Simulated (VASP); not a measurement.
# BaTiO3 (Pm-3m) in VASP: single point with RPBE+D3(BJ)

Aim: the single point of BaTiO3 with RPBE+D3(BJ).

Program: VASP 6.6.1. These are calculated values, not measurements. Logs are shortened: lines on timing, memory, paths and dates and some standing lists are left out, and cuts for length are marked.

## Step 1: The cell of the first run

It takes space group Pm-3m (No. 221, cubic). The conventional cell has a = 3.860 Å, b = 3.860 Å, c = 3.860 Å, α = 90.00°, β = 90.00°, γ = 90.00°. Ba (site symmetry m-3m) has 12 O at 2.73 Å and 8 Ti at 3.34 Å within 3.6 Å. Within 2.6 Å of Ti (site symmetry m-3m) lie 6 O at 1.93 Å. Within 2.6 Å of O (site symmetry 4/mmm) lie 2 Ti at 1.93 Å.

## Step 2: Single point, RPBE+D3(BJ)

File INCAR:

```
PREC = Accurate
ENCUT = 520
EDIFF = 1E-6
ISMEAR = -1
SIGMA = 0.05
LREAL = False
LASPH = True
NELM = 60
ALGO = Normal
ISIF = 2
LWAVE = False
LCHARG = False
GGA = RP
IVDW = 12
NBANDS = 28
```

File KPOINTS:

```
Automatic mesh
0
Gamma
  7 7 7
```

File POSCAR:

```
BaTiO3
1.0
    2.7292667447      1.5757227266      2.2283864692
   -2.7292687907      1.5757276389      2.2283855053
    0.0000032312     -3.1514697231      2.2283996223
Ba Ti O
1 1 3
Direct
   -0.0042597481      0.9957480995     -0.0042586621
    0.4957230205      0.4957509587      0.4957299500
    0.4957454265      0.4957421600      0.9957401667
    0.4957487541      0.9957308744      0.4957397624
    0.9957425470      0.4957278974      0.4957487730
```

Potentials or basis: VASP PAW PBE potentials, release 64 (Ba_sv, Ti_sv, O).

On the command line:

```console
$ cat potpaw_PBE.64/Ba_sv/POTCAR potpaw_PBE.64/Ti_sv/POTCAR potpaw_PBE.64/O/POTCAR > POTCAR
$ mpirun -np 1 vasp_std > vasp.out
```

OUTCAR:

```text
PREC = Accurate
   ENCUT = 520
   EDIFF = 1E-6
   ISMEAR = -1
   LREAL = False
   LASPH = True
   NELM = 60
   ISIF = 2
   GGA = RP
   IVDW = 12
 IVDW          = 12

 ion  position               nearest neighbor table
   1  0.996  0.996  0.996-   5 2.73   5 2.73   3 2.73   4 2.73   3 2.73   4 2.73   3 2.73   4 2.73
                             5 2.73   4 2.73   3 2.73   5 2.73   2 3.34   2 3.34   2 3.34   2 3.34
   2  0.496  0.496  0.496-   4 1.93   5 1.93   3 1.93   3 1.93   5 1.93   4 1.93   1 3.34   1 3.34
                             1 3.34   1 3.34   1 3.34   1 3.34   1 3.34   1 3.34
   3  0.496  0.496  0.996-   2 1.93   2 1.93   1 2.73   1 2.73   1 2.73   1 2.73
   4  0.496  0.996  0.496-   2 1.93   2 1.93   1 2.73   1 2.73   1 2.73   1 2.73
   5  0.996  0.496  0.496-   2 1.93   2 1.93   1 2.73   1 2.73   1 2.73   1 2.73

  LATTYP: Found a base centered orthorhombic cell.
 ALAT       =     5.4584297961
 B/A-ratio  =     1.0000193717
 C/A-ratio  =     0.7071138624

  Lattice vectors:

 A1 = (   2.7292667447,   1.5757227266,   2.2283864692)
 A2 = (  -2.7292687907,   1.5757276389,   2.2283855053)
 A3 = (   0.0000032312,  -3.1514697231,   2.2283996223)

Analysis of symmetry for initial positions (statically):
=====================================================================
 Subroutine PRICEL returns:
 Original cell was already a primitive cell.

 Routine SETGRP: Setting up the symmetry group for a
 base centered orthorhombic supercell.

 Subroutine GETGRP returns: Found  1 space group operations
 (whereof  1 operations were pure point group operations)
 out of a pool of  8 trial point group operations.

The static configuration has the point symmetry C_1 .

Analysis of symmetry for dynamics (positions and initial velocities):
=====================================================================
 Subroutine PRICEL returns:
 Original cell was already a primitive cell.

 Routine SETGRP: Setting up the symmetry group for a
 base centered orthorhombic supercell.

 Subroutine GETGRP returns: Found  1 space group operations
 (whereof  1 operations were pure point group operations)
 out of a pool of  8 trial point group operations.

The dynamic configuration has the point symmetry C_1 .

 Subroutine INISYM returns: Found  1 space group operations
 (whereof  1 operations are pure point group operations),
 and found     1 'primitive' translations

----------------------------------------------------------------------------------------

                                     Primitive cell

  volume of cell :      57.5004

  direct lattice vectors                    reciprocal lattice vectors
     2.729266745  1.575722727  2.228386469     0.183199389  0.105771568  0.149585065
    -2.729268791  1.575727639  2.228385505    -0.183199252  0.105771239  0.149585130
     0.000003231 -3.151469723  2.228399622    -0.000000217 -0.211541513  0.149584179

  length of vectors
     3.859728660  3.859731556  3.859731376     0.259085570  0.259085376  0.259085388

  position of ions in fractional coordinates (direct lattice)
     0.995740252  0.995748099  0.995741338
     0.495723021  0.495750959  0.495729950
     0.495745427  0.495742160  0.995740167
     0.495748754  0.995730874  0.495739762
     0.995742547  0.495727897  0.495748773

  ion indices of the primitive-cell ions
   primitive index   ion index
                 1           1
                 2           2
                 3           3
                 4           4
                 5           5

----------------------------------------------------------------------------------------

 KPOINTS: Automatic mesh

Automatic generation of k-mesh.
 Grid dimensions read from file:
 generate k-points for:    7    7    7

 Generating k-lattice:

  Cartesian coordinates                     Fractional coordinates (reciprocal lattice)
     0.026171341  0.015110224  0.021369295     0.142857143  0.000000000  0.000000000
    -0.026171322  0.015110177  0.021369304    -0.000000000  0.142857143  0.000000000
    -0.000000031 -0.030220216  0.021369168     0.000000000 -0.000000000  0.142857143

  Length of vectors
     0.037012224  0.037012197  0.037012198

  Shift w.r.t. Gamma in fractional coordinates (k-lattice)
     0.000000000  0.000000000  0.000000000

 Subroutine IBZKPT returns following result:
 ===========================================

 Found    172 irreducible k-points:

 Following reciprocal coordinates:
            Coordinates               Weight
  0.000000  0.000000  0.000000      1.000000
  0.142857  0.000000  0.000000      2.000000
  0.285714 -0.000000  0.000000      2.000000
  0.428571 -0.000000  0.000000      2.000000
  0.000000  0.142857  0.000000      2.000000
  0.142857  0.142857  0.000000      2.000000
[... 16 lines left out ...]
 -0.428571  0.428571 -0.000000      2.000000
 -0.285714  0.428571 -0.000000      2.000000
 [... further k-points ...]
   k-points           NKPTS =    172   k-points in BZ     NKDIM =    172   number of bands    NBANDS=     28
   number of dos      NEDOS =    301   number of ions     NIONS =      5
   total plane-waves  NPLWV =  27000
   dimension x,y,z NGX =    30 NGY =   30 NGZ =   30
   dimension x,y,z NGXF=    60 NGYF=   60 NGZF=   60
   ions per type =               1   1   3
   NGX,Y,Z   is equivalent  to a cutoff of  12.92, 12.92, 12.92 a.u.
   NGXF,Y,Z  is equivalent  to a cutoff of  25.84, 25.84, 25.84 a.u.
 SYSTEM =  unknown system
   PREC   = accura    normal or accurate (medium, high low for compatibility)
   ISTART =      0    job   : 0-new  1-cont  2-samecut
   ICHARG =      2    charge: 1-file 2-atom 10-const
   ISPIN  =      1    spin polarized calculation?
   LNONCOLLINEAR =      F non collinear calculations
   LSORBIT =      F    spin-orbit coupling
   LASPH  =      T    aspherical Exc in radial PAW
   ENCUT  =  520.0 eV  38.22 Ry    6.18 a.u.   7.18  7.18  7.18*2*pi/ulx,y,z
   NELM   =     60;   NELMIN=  2; NELMDL= -5     # of ELM steps
   EDIFF  = 0.1E-05   stopping-criterion for ELM
   LREAL  =      F    real-space projection
   EDIFFG = 0.1E-04   stopping-criterion for IOM
   NSW    =      0    number of steps for IOM
   IBRION =     -1    ionic relax: 0-MD 1-quasi-New 2-CG
   NFREE  =      0    steps in history (QN), initial steepest desc. (CG)
   ISIF   =      2    stress and relaxation
   ISYM   =      2    0-nonsym 1-usesym 2-fastsym
   POTIM  = 0.5000    time-step for ionic-motion
   TEBEG  =    0.0;   TEEND  =   0.0 temperature during run
   PSTRESS=    0.0 pullay stress
   NELECT =      40.0000    total number of electrons
   NUPDOWN=      -1.0000    fix difference up-down
   EMIN   =  10.00;   EMAX   =-10.00  energy-range for DOS
   EFERMI =   0.00;   METHOD = LEGACY
   ISMEAR =    -1;   SIGMA  =   0.05  broadening in eV -4-tet -1-fermi 0-gaus
   EFERMI_NEDOS =   21; number of points for ismear=-14 and -15
   IALGO  =     38    algorithm
   IMIX   =      4    mixing-type and parameters
     AMIX     =   0.40;   BMIX     =  1.00
     AMIX_MAG =   1.60;   BMIX_MAG =  1.00
  volume/ion in A,a.u.               =      11.50        77.61
  Fermi-wavevector in a.u.,A,eV,Ry     =   1.450567  2.741174 28.628632  2.104145
  Thomas-Fermi vector in A             =   2.568164
   LORBIT       =      0    0 simple, 1 ext, 2 COOP (PROOUT), +10 PAW based schemes
   GGA     = RP    functional components
   LHFCALC =     F    Hartree Fock is set to
   AEXX    =    0.0000 exact exchange contribution
   IVDW    =    12    specifies the selected vdW correction
   LEPSILON=     F    determine dielectric tensor
   LRPA    =     F    only Hartree local field effects (RPA)
 non-spin polarized calculation
  energy-cutoff  :      520.00
  volume of cell :       57.50
 maximum number of plane-waves:      1562
 NGX is ok and might be reduce to    30
   NGX = 15   NGY = 15   NGZ = 15

 number of electron      39.9999998 magnetization

 Free energy of the ion-electron system (eV)
  ---------------------------------------------------
  ext. energy  EPLUGINS =         0.00000000
  ---------------------------------------------------
  free energy    TOTEN  =       -37.02628300 eV

  energy without entropy =      -37.02628300  energy(sigma->0) =      -37.02628300

 E-fermi :   5.8417     XC(G=0): -11.6596

 val. band max:        4.8309818288   @ k =   0.0000   0.0000   0.0000
 cond. band min:       6.8470743003   @ k =   0.0000   0.0000   0.0000
 fundamental gap:      2.0160924714
 Fermi energy:         5.8417420224

 k-point     1 :       0.0000    0.0000    0.0000
  band No.  band energies     occupation
      1     -51.4595      2.00000
      2     -27.6655      2.00000
      3     -27.6655      2.00000
      4     -27.6655      2.00000
      5     -19.8035      2.00000
      6     -12.3508      2.00000
[... 20 lines left out ...]
     27      10.1363      0.00000
     28      13.6632      0.00000

 k-point     2 :       0.1429    0.0000    0.0000
  band No.  band energies     occupation
      1     -51.4592      2.00000
      2     -27.6829      2.00000
      3     -27.6649      2.00000
      4     -27.6648      2.00000
      5     -19.7645      2.00000
      6     -12.3980      2.00000
[... 20 lines left out ...]
     27      10.6015      0.00000
     28      14.1659      0.00000

 k-point     3 :       0.2857   -0.0000    0.0000
  band No.  band energies     occupation
      1     -51.4584      2.00000
      2     -27.7215      2.00000
      3     -27.6633      2.00000
      4     -27.6633      2.00000
      5     -19.6744      2.00000
      6     -12.6025      2.00000
[... 20 lines left out ...]
     27      11.7582      0.00000
     28      13.7129      0.00000

 k-point     4 :       0.4286   -0.0000    0.0000
  band No.  band energies     occupation
      1     -51.4577      2.00000
      2     -27.7520      2.00000
      3     -27.6621      2.00000
      4     -27.6621      2.00000
      5     -19.5993      2.00000
      6     -12.7994      2.00000
[... 20 lines left out ...]
     27      12.9398      0.00000
     28      13.5443      0.00000

 k-point     5 :       0.0000    0.1429    0.0000
  band No.  band energies     occupation
      1     -51.4592      2.00000
      2     -27.6829      2.00000
      3     -27.6649      2.00000
      4     -27.6649      2.00000
      5     -19.7645      2.00000
      6     -12.3980      2.00000
[... 20 lines left out ...]
     27      10.6015      0.00000
     28      13.9521      0.00000

 k-point     6 :       0.1429    0.1429    0.0000
  band No.  band energies     occupation
      1     -51.4588      2.00000
      2     -27.6827      2.00000
      3     -27.6814      2.00000
      4     -27.6642      2.00000
      5     -19.7284      2.00000
      6     -12.4006      2.00000
[... 463 lines left out ...]
      5     -19.5227      2.00000
      6     -12.4172      2.00000
[... 20 lines left out ...]
     27      14.0934      0.00000
     28      14.5178      0.00000

 k-point    22 :       0.4286    0.4286    0.0000
  band No.  band energies     occupation
      1     -51.4559      2.00000
      2     -27.7457      2.00000
      3     -27.7453      2.00000
      4     -27.6588      2.00000
      5     -19.4788      2.00000
      6     -12.1945      2.00000
[... 20 lines left out ...]
     27      13.6794      0.00000
     28      15.4718      0.00000

 k-point    23 :      -0.4286    0.4286   -0.0000
  band No.  band energies     occupation
      1     -51.4559      2.00000
      2     -27.7457      2.00000
      3     -27.7453      2.00000
      4     -27.6588      2.00000
      5     -19.4788      2.00000
      6     -12.1944      2.00000
[... 20 lines left out ...]
     27      13.6793      0.00000
     28      15.4521      0.00000

 k-point    24 :      -0.2857    0.4286   -0.0000
  band No.  band energies     occupation
      1     -51.4565      2.00000
      2     -27.7478      2.00000
      3     -27.7160      2.00000
      4     -27.6600      2.00000
      5     -19.5227      2.00000
      6     -12.4172      2.00000
[... 20 lines left out ...]
     27      14.0933      0.00000
     28      14.5178      0.00000

 [... further k-points ...]

------------------------ aborting loop because EDIFF is reached ----------------------------------------

 Edisp (eV)   -9.14973

 E8    (eV) :    -6.4329

  FORCE on cell =-STRESS in cart. coord.  units (eV):
  Direction    XX          YY          ZZ          XY          YZ          ZX
  --------------------------------------------------------------------------------------
  -------------------------------------------------------------------------------------
  Total       0.95634     0.95721     0.95928     0.00012     0.00037     0.00000
  in kB      26.64721    26.67142    26.72926     0.00327     0.01025     0.00001
  external pressure =       26.68 kB  Pullay stress =        0.00 kB

 VOLUME and BASIS-vectors are now :
 -----------------------------------------------------------------------------
  energy-cutoff  :      520.00
  volume of cell :       57.50
      direct lattice vectors                 reciprocal lattice vectors
     2.729266745  1.575722727  2.228386469     0.183199389  0.105771568  0.149585065
    -2.729268791  1.575727639  2.228385505    -0.183199252  0.105771239  0.149585130
     0.000003231 -3.151469723  2.228399622    -0.000000217 -0.211541513  0.149584179

 POSITION                                       TOTAL-FORCE (eV/Angst)
 -----------------------------------------------------------------------------------
     -0.00002     -0.00001      6.65671         0.000067     -0.000056     -0.000661
     -0.00008      0.00001      3.31407         0.000289     -0.000071      0.000219
      0.00001     -1.57573      4.42832         0.000074     -0.000258      0.000046
     -1.36459      0.78785      4.42830        -0.000427      0.000113      0.000265
      1.36467      0.78781      4.42830        -0.000003      0.000272      0.000132
 -----------------------------------------------------------------------------------
    total drift:                               -0.000003      0.000001      0.001978

  FREE ENERGIE OF THE ION-ELECTRON SYSTEM (eV)
  ---------------------------------------------------
  free  energy   TOTEN  =       -46.1760149250 eV

  energy  without entropy=      -46.1760149248  energy(sigma->0) =      -46.17601492
```

It took 5.2 min on 1 thread of AMD EPYC 7R13 (Zen 3), shared host; peak memory 0.36 GiB.

What came out:

| Quantity | Value |
| --- | --- |
| Free energy | -46.1760 eV |
| Pressure | 2.7 GPa |
| Band gap on the k mesh | 2.02 eV |
| Dispersion energy per atom | -1.830 eV |

Caveat: the dispersion term is far too large for a dense solid, which distorts pressure and volume; the PAW data sets were made with another functional, which shifts forces and pressure a little; spin-orbit coupling is left out, which moves the levels of the heavy elements; an odd mesh through Γ misses points on the zone boundary, where band edges can lie.
